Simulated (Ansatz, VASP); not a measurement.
**Two plane-wave programs on Sn**

INCAR

```
PREC     = Accurate       # precision mode
ENCUT    = 520            # plane-wave cutoff, eV
EDIFF    = 1E-7           # SCF threshold, eV
ISMEAR   = 0              # smearing method
SIGMA    = 0.1            # smearing width, eV
LREAL    = False          # projectors in reciprocal space
LASPH    = True           # aspherical terms in the spheres
NELM     = 60             # most SCF steps
ALGO     = Fast           # electronic algorithm
ISIF     = 2              # what is computed and relaxed
LWAVE    = False          # write WAVECAR
LCHARG   = False          # write CHGCAR
GGA      = PE             # functional
NBANDS   = 21             # bands
```

The input KPOINTS:

```
Automatic mesh
0
Gamma
  6 6 6
```

The input POSCAR:

```
Sn
1.0
    2.2595264257      1.3045381901      4.1900208549
   -2.2595264257      1.3045381901      4.1900208549
    0.0000000000     -2.6090763802      4.1900208549
Sn
2
Direct
    0.2275400000      0.2275400000      0.2275400000
    0.7724600000      0.7724600000      0.7724600000
```

Input for Ansatz:

```yaml
crystal:
  lattice:
    - [2.2595264257, 1.3045381901, 4.1900208549]
    - [-2.2595264257, 1.3045381901, 4.1900208549]
    - [0.0, -2.6090763802, 4.1900208549]
  atoms:
    - { symbol: Sn, position: [0.22754, 0.22754, 0.22754] }
    - { symbol: Sn, position: [0.77246, 0.77246, 0.77246] }
basis:
  ecutwfc: 420
kpoints:
  mp_grid: { grid: [6, 6, 6] }
hamiltonian:
  xc: pbe
scf:
  occupations: { method: gaussian, width: 0.1 }
  lower_state_search: "off"
output:
  forces: true
  stress: true
  eigenvalues: true
```

Alike in both runs: task single point; functional PBE; k mesh 6 × 6 × 6; occupations gaussian, width 0.1 eV; no spin polarisation.

|  | VASP | Ansatz |
| --- | --- | --- |
| version | VASP 6.6.1 | Ansatz 0.2.0 |
| potentials or method | VASP PAW PBE potentials, release 64 (Sn_d), cutoff 520 eV | scalar-relativistic, plane waves, PAW |
| valence electrons in the cell | 28 | 28 |

Ansatz gave:

| Property | Result |
| --- | --- |
| gap on the k mesh at the Fermi level (eV) | none |
| pressure (GPa) | -4.1 |
| traceless stress, the component that is largest in VASP (GPa) | -0.38 |
| rms of the force components (eV/Å) | 0.083 |

Q: Estimate VASP's values.

A: gap on the k mesh at the Fermi level (eV): none; pressure (GPa): -4.1; traceless stress, the component that is largest in VASP (GPa): -0.38; rms of the force components (eV/Å): 0.084.

Atom by atom the forces differ by 0.000 eV/Å (rms over components). A gap of «none» marks a metal or a gap that the smearing closes. The functional is the same, so the differences come from potentials, cutoffs and numerics.
